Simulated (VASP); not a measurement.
A run of VASP 6.6.1 is set up as follows.

Contents of INCAR:

```
SYSTEM = TaN
  PREC = Accurate
  ENCUT = 520
  EDIFF = 1E-7
  ISMEAR = -1
  SIGMA = 0.05
  LREAL = .FALSE.
  LASPH = .TRUE.
  NELM = 60
  ALGO = Normal
  ISIF = 2
  LWAVE = .FALSE.
  LCHARG = .TRUE.
  GGA = PE
  LELF = .TRUE.
  LVHAR = .TRUE.
  NBANDS = 15
```

KPOINTS

```
Automatic mesh
0
G
  10 10 10
  0 0 0
```

POSCAR

```
TaN
1.0
    2.6765306579      0.0000000000      0.0000000000
    0.0000000000      2.6765306579      0.0000000000
    0.0000000000      0.0000000000      2.6765306579
Ta N
1 1
Direct
    0.0000000000      0.0000000000      0.0000000000
    0.5000000000      0.5000000000      0.5000000000
```

Potentials or basis: VASP PAW PBE potentials, release 64 (Ta_pv, N).

Command:

```sh
$ cat potpaw_PBE.64/Ta_pv/POTCAR potpaw_PBE.64/N/POTCAR > POTCAR
$ mpirun -np 1 vasp_std > vasp.out
```

Problem. Predict the pressure.

Solution. 31.3 GPa.

Problem. Predict the band gap on the k mesh.

Solution. Zero (band 8 reaches 16.99 eV, above the bottom of band 9 at 7.39 eV).

Caveat: spin-orbit coupling is left out, which moves the levels of the heavy elements.
